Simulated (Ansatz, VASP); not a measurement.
**SrO: VASP beside Ansatz**

```
Sr O
1.0
     0.00000    2.56980    2.56980
     2.56980    0.00000    2.56980
     2.56980    2.56980    0.00000
Sr O
1 1
Cartesian
  0.0000 0.0000 0.0000
  2.5698 2.4461 2.4461
```

Change from the starting cell: all O atoms moved +0.175 Å, as atom 2 towards its neighbour atom 2 (O) at 3.634 Å.

Alike in both runs: task single point; functional r2SCAN; k mesh 8 × 8 × 8; occupations gaussian, width 0.05 eV; no spin polarisation.

```csv
,VASP,Ansatz
version,VASP 6.6.1,Ansatz 0.2.0
potentials or method,"VASP PAW PBE potentials, release 64 (Sr_sv, O), cutoff 520 eV","scalar-relativistic, plane waves, PAW"
valence electrons in the cell,16,16
```

|  | VASP | Ansatz | Ansatz less VASP |
| --- | --- | --- | --- |
| gap on the k mesh at the Fermi level (eV) | 3.94 | 3.99 | +0.050 |
| least direct gap on the mesh (eV) | 3.96 | 4.00 | +0.039 |
| pressure (GPa) | 2.6 | 2.0 | -0.60 |
| traceless stress, the component that is largest in VASP (GPa) | -1.25 | -1.18 | +0.071 |
| rms of the force components (eV/Å) | 0.281 | 0.265 | -0.0163 |

VASP's potentials were made for PBE, not for r2SCAN. Atom by atom the forces differ by 0.016 eV/Å (rms over components). The functional is the same, so the differences come from potentials, cutoffs and numerics.
